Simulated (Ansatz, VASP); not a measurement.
One calculation of Zn, two programs

```
Zn
1.0
     2.66480    0.01999    0.00000
    -1.31509    2.29779    0.00000
     0.00000    0.00000    4.94670
Zn
2
Direct
  0.33333 0.66667 0.25000
  0.66667 0.33333 0.75000
```

Change from the starting cell: strain +0.0150 x Voigt [0, 0, 0, 0, 0, 1], atoms carried along.

Alike in both runs: task single point; functional PBE; k mesh 24 × 24 × 10; occupations gaussian, width 0.15 eV; no spin polarisation.

```csv
,VASP,Ansatz
version,VASP 6.6.1,Ansatz 0.2.0
potentials or method,"VASP PAW PBE potentials, release 64 (Zn), cutoff 500 eV","scalar-relativistic, plane waves, PAW"
valence electrons in the cell,24,24
```

|  | VASP | Ansatz | Ansatz less VASP |
| --- | --- | --- | --- |
| gap on the k mesh at the Fermi level (eV) | none | none | - |
| pressure (GPa) | 0.0 | -0.3 | -0.33 |
| traceless stress, the component that is largest in VASP (GPa) | 1.15 | 1.30 | +0.150 |

A gap of «none» marks a metal or a gap that the smearing closes. With one functional, cell and mesh, what is left measures potentials, basis and numerics.
